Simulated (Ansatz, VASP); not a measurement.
Two plane-wave programs on MgO

Contents of INCAR:

```
PREC = Accurate
ENCUT = 520
EDIFF = 1E-7
ISMEAR = 0
SIGMA = 0.05
LREAL = False
LASPH = True
NELM = 100
ALGO = Normal
ISIF = 2
LWAVE = False
LCHARG = False
GGA = PE
NBANDS = 11
```

KPOINTS

```
Automatic mesh
0
Gamma
  10 10 10
```

File POSCAR:

```
MgO
1.0
    0.0000000000      2.1351500000      2.1351500000
    2.1351500000      0.0000000000      2.1351500000
    2.1351500000      2.1351500000      0.0000000000
Mg O
1 1
Direct
    0.0000000000      0.0000000000      0.0000000000
    0.5468351170      0.4531648830      0.4531648830
```

Input for Ansatz:

```yaml
crystal:
  lattice:
    - [0.0, 2.13515, 2.13515]
    - [2.13515, 0.0, 2.13515]
    - [2.13515, 2.13515, 0.0]
  atoms:
    - { symbol: Mg, position: [0.0, 0.0, 0.0] }
    - { symbol: O, position: [0.546835117, 0.453164883, 0.453164883] }
basis:
  ecutwfc: 420
kpoints:
  mp_grid: { grid: [10, 10, 10] }
hamiltonian:
  xc: pbe
scf:
  occupations: { method: gaussian, width: 0.05 }
output:
  forces: true
  stress: true
  eigenvalues: true
```

Alike in both runs: task single point; functional PBE; k mesh 10 × 10 × 10; occupations gaussian, width 0.05 eV; no spin polarisation.

```csv
,VASP,Ansatz
version,VASP 6.6.1,Ansatz 0.2.0
potentials or method,"VASP PAW PBE potentials, release 64 (Mg, O), cutoff 520 eV","scalar-relativistic, plane waves, PAW"
valence electrons in the cell,8,16
```

|  | VASP | Ansatz | Ansatz less VASP |
| --- | --- | --- | --- |
| gap on the k mesh at the Fermi level (eV) | 4.33 | 4.35 | +0.017 |
| least direct gap on the mesh (eV) | 4.33 | 4.35 | +0.017 |
| pressure (GPa) | 1.2 | 1.8 | +0.68 |
| traceless stress, the component that is largest in VASP (GPa) | 8.58 | 8.46 | -0.111 |
| rms of the force components (eV/Å) | 0.686 | 0.677 | -0.0092 |

Atom by atom the forces differ by 0.009 eV/Å (rms over components). The functional is the same, so the differences come from potentials, cutoffs and numerics. VASP's potentials hold 8 valence electrons a cell and Ansatz's 16, so a difference there can come from the potentials and not from the codes.
